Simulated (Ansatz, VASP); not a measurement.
## Two plane-wave programs on ZrC

POSCAR

```
ZrC
1.0
    0.0000000000      2.0998929641      2.0998929641
    2.0998929641      0.0000000000      2.0998929641
    2.0998929641      2.0998929641      0.0000000000
Zr C
1 1
Direct
    0.5000000000      0.5000000000      0.5000000000
    0.0000000000      0.0000000000      0.0000000000
```

INCAR.step1

```
PREC = Accurate
ENCUT = 520
ISMEAR = -1
SIGMA = 0.05
LREAL = F
LASPH = T
NELM = 100
NBANDS = 15
GGA = PE
ALGO = Normal
EDIFF = 1E-4
LWAVE = T
LCHARG = F
```

Contents of INCAR.step2:

```
PREC = Accurate
ENCUT = 520
EDIFF = 1E-8
ISMEAR = -1
SIGMA = 0.05
LREAL = F
LASPH = T
NELM = 100
ALGO = Normal
ISIF = 2
LWAVE = F
LCHARG = F
METAGGA = R2SCAN
LMIXTAU = T
LEFG = T
NBANDS = 15
ISTART = 1
```

The input KPOINTS:

```
regular mesh
0
Gamma
  13 13 13
```

Input for Ansatz:

```yaml
crystal:
  lattice:
    - [0.0, 2.0998929641, 2.0998929641]
    - [2.0998929641, 0.0, 2.0998929641]
    - [2.0998929641, 2.0998929641, 0.0]
  atoms:
    - { symbol: Zr, position: [0.5, 0.5, 0.5] }
    - { symbol: C, position: [0.0, 0.0, 0.0] }
kpoints:
  mp_grid: { grid: [13, 13, 13] }
  band_path:
    path:
      - [0.0, 0.0, 0.0]
      - [0.5, 0.0, 0.5]
      - [0.625, 0.25, 0.625]
      - [0.375, 0.375, 0.75]
      - [0.0, 0.0, 0.0]
      - [0.5, 0.5, 0.5]
      - [0.5, 0.25, 0.75]
      - [0.5, 0.0, 0.5]
    npoints: 6
scf:
  occupations: { method: fermi_dirac, width: 0.05 }
hamiltonian:
  xc: r2scan
  pseudopotentials: { kind: paw }
output:
  forces: true
  stress: true
  eigenvalues: true
  efg: { contact_densities: true }
  populations: true
  write_density: true
  write_potential: true
  elf: true
  volumetric_format: npy
```

Change from the starting cell: volume scaled by 0.7, PAW files.

Alike in both runs: task electric field gradients; functional r2SCAN; k mesh 13 × 13 × 13; occupations fermi-dirac, width 0.05 eV; no spin polarisation.

|  | VASP | Ansatz |
| --- | --- | --- |
| version | VASP 6.6.1 | Ansatz 0.2.0 |
| potentials or method | VASP PAW PBE potentials, release 64 (Zr_sv, C) | PAW with Ansatz's default frozen-core files, scalar-relativistic |
| plane-wave cutoff (eV) | 520 | 500 |
| valence electrons in the cell | 16 | 16 |

```csv
,VASP,Ansatz,Ansatz less VASP
pressure (GPa),155.8,155.1,-0.69
```

VASP's potentials were made for PBE, not for r2SCAN. Both programs put the cell under a high pressure, so it lies far from rest at this level.

Noted on VASP's run: the cell as given lies far from equilibrium.
